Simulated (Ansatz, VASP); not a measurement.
## Two plane-wave programs on MnO2

```
Mn O
1.0
     2.85496    0.00000    0.00000
    -1.42748    2.47246    0.00000
     0.00000    0.00000   10.22174
Mn O
2 4
Direct
  0.00000 0.00000 0.00000
  0.00000 0.00000 0.50000
  0.33333 0.66667 0.90686
  0.33333 0.66667 0.59314
  0.66667 0.33333 0.09314
  0.66667 0.33333 0.40686
```

Alike in both runs: task single point; functional PBE; k mesh 12 × 12 × 4; occupations gaussian, width 0.05 eV; collinear spin.

|  | VASP | Ansatz |
| --- | --- | --- |
| version | VASP 6.6.1 | Ansatz 0.2.0 |
| potentials or method | VASP PAW PBE potentials, release 64 (Mn_pv, O), cutoff 520 eV | scalar-relativistic, plane waves, PAW |
| valence electrons in the cell | 50 | 54 |

```tsv
	VASP	Ansatz	Ansatz less VASP
gap on the k mesh at the Fermi level (eV)	0.88	0.92	+0.034
pressure (GPa)	4.6	3.7	-0.89
traceless stress, the component that is largest in VASP (GPa)	-1.24	-0.86	+0.382
rms of the force components (eV/Å)	0.147	0.104	-0.0434
net moment per atom (μB)	1.00	1.00	0.000
size of the moment on the site where the two differ most (μB)	2.83	2.49	-0.343
```

Site moments also hang on the region over which each program counts them. Atom by atom the forces differ by 0.043 eV/Å (rms over components). The functional is the same, so the differences come from potentials, cutoffs and numerics. VASP's potentials hold 50 valence electrons a cell and Ansatz's 54, so a difference there can come from the potentials and not from the codes.
